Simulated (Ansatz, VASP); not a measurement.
**Cu3Te: VASP beside Ansatz**

INCAR

```
PREC = Accurate
ENCUT = 520
EDIFF = 1E-7
ISMEAR = -1
SIGMA = 0.05
LREAL = False
LASPH = True
NELM = 100
ALGO = Fast
ISIF = 2
LWAVE = False
LCHARG = False
GGA = PE
NBANDS = 28
```

KPOINTS

```
Automatic mesh
0
Gamma
  7 7 7
```

File POSCAR:

```
Cu3Te
1.0
    3.9466620000      0.0000000000      0.0000000000
    0.0000000000      3.9466620000      0.0000000000
    0.0000000000      0.0000000000      3.9466620000
Te Cu
1 3
Direct
    0.0000000000      0.0000000000      0.0000000000
    0.5000000000      0.5000000000      0.0000000000
    0.5000000000      0.0000000000      0.5000000000
    0.0000000000      0.5000000000      0.5000000000
```

Contents of input.yaml:

```yaml
crystal:
  lattice:
    - [3.946662, 0.0, 0.0]
    - [0.0, 3.946662, 0.0]
    - [0.0, 0.0, 3.946662]
  atoms:
    - { symbol: Te, position: [0.0, 0.0, 0.0] }
    - { symbol: Cu, position: [0.5, 0.5, 0.0] }
    - { symbol: Cu, position: [0.5, 0.0, 0.5] }
    - { symbol: Cu, position: [0.0, 0.5, 0.5] }
hamiltonian:
  xc: pbe
  pseudopotentials: { kind: paw }
kpoints:
  mp_grid: { grid: [7, 7, 7] }
scf:
  occupations: { method: fermi_dirac, width: 0.05 }
output:
  forces: true
  stress: true
  eigenvalues: true
```

Alike in both runs: task single point; functional PBE; k mesh 7 × 7 × 7; occupations fermi-dirac, width 0.05 eV; no spin polarisation.

```csv
,VASP,Ansatz
version,VASP 6.6.1,Ansatz 0.2.0
potentials or method,"VASP PAW PBE potentials, release 64 (Te, Cu)",Ansatz PAW
plane-wave cutoff (eV),520,420
valence electrons in the cell,39,73
```

|  | VASP | Ansatz | Ansatz less VASP |
| --- | --- | --- | --- |
| gap on the k mesh at the Fermi level (eV) | none | none | - |
| pressure (GPa) | 1.3 | 1.1 | -0.19 |

A gap of «none» marks a metal or a gap that the smearing closes. VASP's potentials hold 39 valence electrons a cell and Ansatz's 73, so a difference there can come from the potentials and not from the codes.

Neither program's run includes spin-orbit coupling.
